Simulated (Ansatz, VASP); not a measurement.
## Be in VASP and in Ansatz

```
CELL_PARAMETERS angstrom
0.00000 1.24910 1.24910
1.24910 0.00000 1.24910
1.24910 1.24910 0.00000
ATOMIC_POSITIONS crystal
Be 0.00000 0.00000 0.00000
```

Change from the starting cell: volume scaled by 0.52, PAW files.

Alike in both runs: task single point; functional LDA; k mesh 21 × 21 × 21; occupations fermi-dirac, width 0.05 eV; no spin polarisation.

|  | VASP | Ansatz |
| --- | --- | --- |
| version | VASP 6.6.1 | Ansatz 0.2.0 |
| potentials or method | VASP PAW LDA potentials, release 64 (Be) | PAW with Ansatz's default frozen-core files, scalar-relativistic |
| plane-wave cutoff (eV) | 520 | 420 |
| valence electrons in the cell | 2 | 2 |

```tsv
	VASP	Ansatz	Ansatz less VASP
pressure (GPa)	257.4	254.4	-3.05
```

LDA's correlation is that of Perdew and Zunger in VASP and of Perdew and Wang (1992) in Ansatz. Both programs put the cell under a high pressure, so it lies far from rest at this level.

Noted on VASP's run: the cell as given lies far from equilibrium.
